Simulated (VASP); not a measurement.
Write the native input for VASP 6.6.1 that does the following.

* Task: single point
* Functional: r2SCAN
* Potentials or basis: VASP PAW PBE potentials, release 64 (Al, Ni)
* Cutoff: 520 eV
* k mesh: 14 × 14 × 14
* Occupations: gaussian, width 0.15 eV
* Spin: no spin polarisation
* Dipole correction: no
* Further INCAR settings: ALGO = Normal; EDIFF = 1e-06; NBANDS = 24

AlNi3:

```xyz
4
Lattice="0.0000 2.8019 2.8019 2.8019 0.0000 2.8019 2.8019 2.8019 0.0000" Properties=species:S:1:pos:R:3 pbc="T T T"
Al    2.7678    2.8019    2.8019
Ni    1.3713    1.4009    1.4009
Ni    0.0750    0.0000    0.0000
Ni    4.1732    4.2028    4.2028
```

This cell differs from its parent crystal: atoms displaced along a vibrational mode.

One way to write it, as run:

POSCAR

```
AlNi3
1.0
    0.0000000000      2.8018887551      2.8018887551
    2.8018887551      0.0000000000      2.8018887551
    2.8018887551      2.8018887551      0.0000000000
Al Ni
1 3
Direct
    0.5060786016      0.4939213984      0.4939213984
    0.2552947385      0.2447052615      0.2447052615
   -0.0133838290      0.0133838290      0.0133838290
    0.7552947385      0.7447052615      0.7447052615
```

INCAR.step1

```
SYSTEM = AlNi3
ALGO = Normal
EDIFF = 1E-4
ENCUT = 520
GGA = PE
ISMEAR = 0
LASPH = .True.
LCHARG = .False.
LREAL = .False.
LWAVE = .True.
NBANDS = 24
NELM = 100
PREC = Accurate
SIGMA = 0.15
```

INCAR.step2

```
SYSTEM = AlNi3
ALGO = Normal
EDIFF = 1E-6
ENCUT = 520
ISIF = 2
ISMEAR = 0
ISTART = 1
LASPH = .True.
LCHARG = .False.
LMIXTAU = .True.
LREAL = .False.
LWAVE = .False.
METAGGA = R2SCAN
NBANDS = 24
NELM = 100
PREC = Accurate
SIGMA = 0.15
```

KPOINTS

```
k-points
0
Gamma
  14 14 14
  0 0 0
```

Potentials or basis: VASP PAW PBE potentials, release 64 (Al, Ni).

Run with:

```console
$ cat potpaw_PBE.64/Al/POTCAR potpaw_PBE.64/Ni/POTCAR > POTCAR
$ cp INCAR.step1 INCAR
$ mpirun -np 1 vasp_std > vasp.out
$ cp INCAR.step2 INCAR
$ mpirun -np 1 vasp_std > vasp.out
```

It gave:

```yaml
Pressure: 0.8 GPa
Largest_force: 0.988 eV/Å
Band_gap_on_the_k_mesh: zero (an odd number of electrons rules out a gap without spin polarisation)
```

Caveat: the cell differs from its parent crystal (atoms displaced along a vibrational mode); the PAW data sets were made with another functional, which shifts forces and pressure a little.

Run time: 19 min on 1 thread of Intel(R) Xeon(R) Platinum 8259CL CPU @ 2.50GHz (Skylake/Cascade Lake) (shared host), peak memory 0.34 GiB.
